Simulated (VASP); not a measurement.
Input of a VASP 6.6.1 run:

File INCAR:

```
PREC = Accurate
ENCUT = 500
EDIFF = 1E-6
ISMEAR = 0
SIGMA = 0.2
LREAL = F
LASPH = T
NELM = 120
ALGO = Normal
ISIF = 2
LWAVE = F
LCHARG = F
GGA = PE
NBANDS = 24
GGA_COMPAT = F
```

Contents of KPOINTS:

```
Automatic mesh
0
Gamma
  4 4 5
```

Contents of POSCAR:

```
W2Se
1.0
    3.6849654253      0.0000000000      0.0000000000
    0.0000000000      3.6849654253      0.0000000000
    0.0000000000      0.0000000000      4.8442375009
W Se
2 1
Direct
    0.5000000000      0.5000000000      0.0000000000
    0.0000000000      0.0000000000      0.0000000000
    0.5000000000      0.5000000000      0.5000000000
```

Potentials or basis: VASP PAW PBE potentials, release 64 (W_sv, Se).

Run with:

```bash
$ cat potpaw_PBE.64/W_sv/POTCAR potpaw_PBE.64/Se/POTCAR > POTCAR
$ mpirun -np 1 vasp_std > vasp.out
```

Task: What does it give for the band gap on the k mesh?

Result: Zero (bands 17 and 18 overlap by 1.47 eV).

Task: What does it give for the pressure?

Result: 0.4 GPa.

Stress tensor (GPa, compression positive):
```
0.41 0.00 0.00
0.00 0.41 0.00
0.00 0.00 0.23
```

Caveat: the k points lie up to 0.43 Å⁻¹ apart, too coarse for converged energies and pressures of a metal; spin-orbit coupling is left out, which moves the levels of the heavy elements.
